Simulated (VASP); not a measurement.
Input of a VASP 6.6.1 run:

The input INCAR:

```
SYSTEM = Si
PREC     = Accurate       ! precision mode
ENCUT    = 500            ! plane-wave cutoff, eV
EDIFF    = 1E-6           ! SCF threshold, eV
ISMEAR   = 0              ! smearing method
SIGMA    = 0.02           ! smearing width, eV
LREAL    = .FALSE.        ! projectors in reciprocal space
LASPH    = .TRUE.         ! aspherical terms in the spheres
NELM     = 120            ! most SCF steps
ALGO     = Normal         ! electronic algorithm
ISIF     = 2              ! what is computed and relaxed
LWAVE    = .FALSE.        ! write WAVECAR
LCHARG   = .FALSE.        ! write CHGCAR
GGA      = PE             ! functional
IVDW     = 12             ! dispersion correction
NBANDS   = 11             ! bands
GGA_COMPAT= .FALSE.
```

Contents of KPOINTS:

```
Automatic mesh
0
G
  12 12 12
  0 0 0
```

File POSCAR:

```
Si
1.0
    0.0000000000      2.7105460470      2.7105460470
    2.7105460470      0.0000000000      2.7105460470
    2.7105460470      2.7105460470      0.0000000000
Si
2
Direct
    0.0000000000      0.0000000000      0.0000000000
    0.2500000000      0.2500000000      0.2500000000
```

Potentials or basis: VASP PAW PBE potentials, release 64 (Si).

The run is started by

```sh
$ cat potpaw_PBE.64/Si/POTCAR > POTCAR
$ mpirun -np 1 vasp_std > vasp.out
```

Task: What does it give for the dispersion energy per atom?

Result: -0.316 eV.

Task: Predict the band gap on the k mesh.

Result: 0.56 eV (least direct gap 2.57 eV).

A k mesh can miss the band edges.
